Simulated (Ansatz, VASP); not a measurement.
## Ti3Al: VASP beside Ansatz

Contents of INCAR:

```
SYSTEM = Ti3Al
PREC = Accurate ; ENCUT = 520
EDIFF = 1E-7 ; ISMEAR = 0
SIGMA = 0.15 ; LREAL = .False.
LASPH = .True. ; NELM = 60
ALGO = Fast ; ISIF = 2
LWAVE = .False. ; LCHARG = .True.
GGA = PS ; LELF = .True.
LVHAR = .True. ; NBANDS = 28
```

File KPOINTS:

```
regular mesh
0
Gamma
  18 18 6
  0 0 0
```

File POSCAR:

```
Ti3Al
1.0
    2.9112167384      0.0000000000      0.0000000000
   -1.4556083692      2.5211876514      0.0000000000
    0.0000000000      0.0000000000      9.7627653321
Ti Al
3 1
Direct
    0.6666666667      0.3333333333      0.0000000000
    0.3333333333      0.6666666667      0.7511732072
    0.3333333333      0.6666666667      0.2488267928
    0.6666666667      0.3333333333      0.5000000000
```

Input for Ansatz:

```yaml
crystal:
  lattice:
    - [2.9112167384, 0.0, 0.0]
    - [-1.4556083692, 2.5211876514, 0.0]
    - [0.0, 0.0, 9.7627653321]
  atoms:
    - { symbol: Ti, position: [0.6666666667, 0.3333333333, 0.0] }
    - { symbol: Ti, position: [0.3333333333, 0.6666666667, 0.7511732072] }
    - { symbol: Ti, position: [0.3333333333, 0.6666666667, 0.2488267928] }
    - { symbol: Al, position: [0.6666666667, 0.3333333333, 0.5] }
basis:
  ecutwfc: 520.0
kpoints:
  mp_grid: { grid: [18, 18, 6] }
hamiltonian:
  xc: pbesol
  pseudopotentials: { kind: paw, azcp: { folder: soft_1 } }
scf:
  occupations: { method: gaussian, width: 0.15 }
output:
  forces: true
  stress: true
  eigenvalues: true
```

Alike in both runs: task single point; functional PBEsol; k mesh 18 × 18 × 6; occupations gaussian, width 0.15 eV; no spin polarisation.

|  | VASP | Ansatz |
| --- | --- | --- |
| version | VASP 6.6.1 | Ansatz 0.2.0 |
| potentials or method | VASP PAW PBE potentials, release 64 (Ti_sv, Al), cutoff 520 eV | scalar-relativistic, plane waves, PAW |
| valence electrons in the cell | 39 | 39 |

|  | VASP | Ansatz | Ansatz less VASP |
| --- | --- | --- | --- |
| gap on the k mesh at the Fermi level (eV) | none | none | - |
| pressure (GPa) | -7.9 | -7.9 | +0.06 |
| traceless stress, the component that is largest in VASP (GPa) | -5.39 | -5.44 | -0.048 |
| rms of the force components (eV/Å) | 0.029 | 0.032 | +0.0026 |

VASP's potentials were made for PBE, not for PBEsol, and Ansatz warns of the same on its side. Atom by atom the forces differ by 0.003 eV/Å (rms over components). A gap of «none» marks a metal or a gap that the smearing closes.
